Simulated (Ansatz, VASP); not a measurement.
**Two plane-wave programs on RuBrCl4**

```
Ru Br Cl
1.0
     4.12311    0.00000    0.00000
     0.00000    4.12311    0.00000
     0.00000    0.00000    9.51627
Ru Br Cl
1 1 4
Direct
  0.00000 0.00000 0.00000
  0.50000 0.50000 0.50000
  0.50000 0.00000 0.85089
  0.00000 0.50000 0.14911
  0.50000 0.00000 0.14911
  0.00000 0.50000 0.85089
```

Change from the starting cell: species swapped into the CePrO4 type (P4/mmm, No. 123).

Alike in both runs: functional PBE; k mesh 4 × 4 × 4; occupations gaussian, width 0.1 eV; collinear spin.

Ansatz relaxed the structure, and its values are those at the end. VASP's run is a single point on that final structure, the one shown.

```csv
,VASP,Ansatz
version,VASP 6.6.1,Ansatz 0.2.0
potentials or method,"VASP PAW PBE potentials, release 64 (Ru_sv, Br, Cl), cutoff 560 eV","scalar-relativistic, plane waves, PAW"
valence electrons in the cell,51,51
```

VASP gave:

- gap on the k mesh at the Fermi level (eV): none
- pressure (GPa): -0.1
- rms of the force components (eV/Å): 0.016
- net moment per atom (μB): 0.14
- size of the moment on the site where the two differ most (μB): 0.57

Task: What did Ansatz give for the same quantities?

Result: gap on the k mesh at the Fermi level (eV): none; pressure (GPa): 0.1; rms of the force components (eV/Å): 0.006; net moment per atom (μB): 0.14; size of the moment on the site where the two differ most (μB): 0.78.

Site moments also hang on the region over which each program counts them. A gap of «none» marks a metal or a gap that the smearing closes. With one functional, cell and mesh, what is left measures potentials, basis and numerics.

The k mesh is coarse, so the values compare programs but aren't converged.
